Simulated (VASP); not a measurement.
## Ru: single point with PBE

Ru:

```
Ru
1.0
    -0.06668    1.96700    1.96700
     1.96700   -0.06668    1.96700
     1.96700    1.96700   -0.06668
Ru
1
Direct
  0.00000 0.00000 0.00000
```

| Property | Result |
| --- | --- |
| Program | VASP 6.6.1 |
| Task | single point |
| Functional | PBE |
| Potentials or basis | VASP PAW PBE potentials, release 64 (Ru_pv) |
| Cutoff | 520 eV |
| k mesh | 20 × 20 × 20 |
| Occupations | gaussian, width 0.15 eV |
| Spin | no spin polarisation |

```
Pressure               : -30.4 GPa
Band gap on the k mesh : zero (band 7 reaches 11.69 eV, above the bottom of band 8 at 9.02 eV)
```

Stress tensor (GPa, compression positive):
```
-30.43   4.85   4.85
  4.85 -30.43   4.85
  4.85   4.85 -30.43
```

Levels at points of the mesh, in eV from the Fermi level:
```
           k point  band 3  band 4  band 5  band 6  band 7  band 8  band 9  band 10  band 11  band 12
(0.00, 0.00, 0.00)  -42.36   -6.95   -2.25   -2.25   -1.63   -0.10   -0.10    10.76    15.02    19.46
(0.50, 0.00, 0.00)  -42.45   -4.95   -2.40   -1.74    0.82    1.08    1.44     7.98    10.76    14.74
(0.50, 0.50, 0.00)  -42.58   -5.06   -4.66    1.21    1.68    1.78    3.24    10.76    11.47    11.80
(0.50, 0.50, 0.50)  -42.52   -4.92   -2.22   -2.22    1.44    1.44    1.46     8.90    10.76    14.20
```

Wall time 94 s on 1 thread of AMD EPYC 9R45 96-Core Processor (Zen 5), on a shared host, peak memory 0.23 GiB.
